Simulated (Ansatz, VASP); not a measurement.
**ZnS in VASP and in Ansatz**

File INCAR:

```
SYSTEM = ZnS
  ALGO = Normal
  EDIFF = 1E-8
  ENCUT = 520
  GGA = PE
  ISIF = 2
  ISMEAR = -1
  LASPH = .True.
  LCHARG = .False.
  LEFG = .True.
  LREAL = .False.
  LWAVE = .False.
  NBANDS = 26
  NELM = 60
  PREC = Accurate
  SIGMA = 0.01
```

Contents of KPOINTS:

```
k-points
0
Gamma
  10 10 6
  0 0 0
```

Contents of POSCAR:

```
ZnS
1.0
    3.8057964671      0.0000000000      0.0000000000
   -1.9028982335      3.2959164221      0.0000000000
    0.0000000000      0.0000000000      6.2379816300
Zn S
2 2
Direct
    0.3333333333      0.6666666667      0.0001396800
    0.6666666667      0.3333333333      0.5001396800
    0.3333333333      0.6666666667      0.3748603200
    0.6666666667      0.3333333333      0.8748603200
```

Input for Ansatz:

```yaml
crystal:
  lattice:
    - [3.8057964671, 0.0, 0.0]
    - [-1.9028982335, 3.2959164221, 0.0]
    - [0.0, 0.0, 6.23798163]
  atoms:
    - { symbol: Zn, position: [0.3333333333, 0.6666666667, 0.00013968] }
    - { symbol: Zn, position: [0.6666666667, 0.3333333333, 0.50013968] }
    - { symbol: S, position: [0.3333333333, 0.6666666667, 0.37486032] }
    - { symbol: S, position: [0.6666666667, 0.3333333333, 0.87486032] }
kpoints:
  mp_grid: { grid: [10, 10, 6] }
scf:
  occupations: { method: fermi_dirac, width: 0.01 }
hamiltonian:
  xc: pbe
  pseudopotentials: { kind: paw }
output:
  forces: true
  stress: true
  populations: true
  efg:
    quadrupole_moments_barn: { Zn: 0.122, S: -0.0694 }
    contact_densities: true
```

Alike in both runs: task electric field gradients; functional PBE; k mesh 10 × 10 × 6; occupations fermi-dirac, width 0.01 eV; no spin polarisation.

|  | VASP | Ansatz |
| --- | --- | --- |
| version | VASP 6.6.1 | Ansatz 0.2.0 |
| potentials or method | VASP PAW PBE potentials, release 64 (Zn, S) | plane-wave PAW, scalar-relativistic |
| plane-wave cutoff (eV) | 520 | 420 |
| valence electrons in the cell | 36 | 36 |

```csv
,VASP,Ansatz,Ansatz less VASP
gap on the k mesh at the Fermi level (eV),2.23,2.22,-0.005
pressure (GPa),2.5,2.3,-0.17
rms of the force components (eV/Å),0.006,0.006,-0.0003
size of Vzz on the site where it differs most (V/Å²),0.8,0.7,-0.08
```

Atom by atom the forces differ by 0.000 eV/Å (rms over components).
